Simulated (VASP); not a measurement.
MgNiH, 3 atoms in the cell. The structure is tetragonal, space group P4/mmm (No. 123). Conventional cell: a = 3.088 Å, b = 3.088 Å, c = 3.257 Å, α = 90.00°, β = 90.00°, γ = 90.00°. Within 2.9 Å of Mg (site symmetry 4/mmm) lie 4 H at 2.18 Å and 8 Ni at 2.72 Å. Within 2.2 Å of Ni (site symmetry 4/mmm) lie 2 H at 1.63 Å. Within 2.2 Å of H (site symmetry 4/mmm) lie 2 Ni at 1.63 Å and 4 Mg at 2.18 Å. 

```yaml
Program: VASP 6.6.1
Task: single point
Functional: LDA
Potentials_or_basis: VASP PAW LDA potentials, release 64 (Mg, Ni, H)
Cutoff: 520 eV
k_mesh: 7 × 7 × 7
Occupations: gaussian, width 0.05 eV
Spin: collinear spin, ferromagnetic start
Starting_moments: "[0.0, 1.5, 0.0] μB"
Dipole_correction: no
Further_INCAR_settings: ALGO = Normal; EDIFF = 1e-06; NBANDS = 18
```

Potentials or basis: VASP PAW LDA potentials, release 64 (Mg, Ni, H).

The run is started by

```sh
$ cat potpaw_LDA.64/Mg/POTCAR potpaw_LDA.64/Ni/POTCAR potpaw_LDA.64/H/POTCAR > POTCAR
$ mpirun -np 1 vasp_std > vasp.out
```

Hardware: 1 thread of Intel(R) Xeon(R) Platinum 8559C (Emerald Rapids), on a shared host.

Question: Estimate the wall time of this run.

Answer: It took 14 s on 1 thread of Intel(R) Xeon(R) Platinum 8559C (Emerald Rapids), on a shared host, peak memory 0.16 GiB. Counts: scf iterations 14, k points 40.
